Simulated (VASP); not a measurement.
# Al: single point with PBE

Al:

```
CELL_PARAMETERS angstrom
-1.59122 1.59122 1.59122
1.59122 -1.59122 1.59122
1.59122 1.59122 -1.59122
ATOMIC_POSITIONS crystal
Al 0.04800 0.62300 0.23600
```

```json
{
  "Program": "VASP 6.6.1",
  "Task": "single point",
  "Functional": "PBE",
  "Potentials or basis": "VASP PAW PBE potentials, release 64 (Al)",
  "Cutoff": "500 eV",
  "k mesh": "10 × 10 × 10",
  "Occupations": "gaussian, width 0.1 eV",
  "Spin": "no spin polarisation",
  "Dipole correction": "no",
  "Further INCAR settings": "ALGO = Normal; EDIFF = 1e-06; NBANDS = 8"
}
```

| Quantity | Value |
| --- | --- |
| Pressure | 4.3 GPa |

Levels at points of the mesh, in eV from the Fermi level:
| k point | band 1 | band 2 | band 3 | band 4 | band 5 | band 6 |
| --- | --- | --- | --- | --- | --- | --- |
| (0.00, 0.00, 0.00) | -11.26 | 13.45 | 13.45 | 13.45 | 15.09 | 15.09 |
| (0.50, 0.00, 0.00) | -4.37 | -3.85 | 8.36 | 8.38 | 10.18 | 11.66 |
| (0.50, 0.50, 0.50) | 1.94 | 1.94 | 1.94 | 2.98 | 2.98 | 5.91 |

Run time: 9.3 s on 1 thread of AMD EPYC 7R13, on a shared host, peak memory 0.09 GiB.
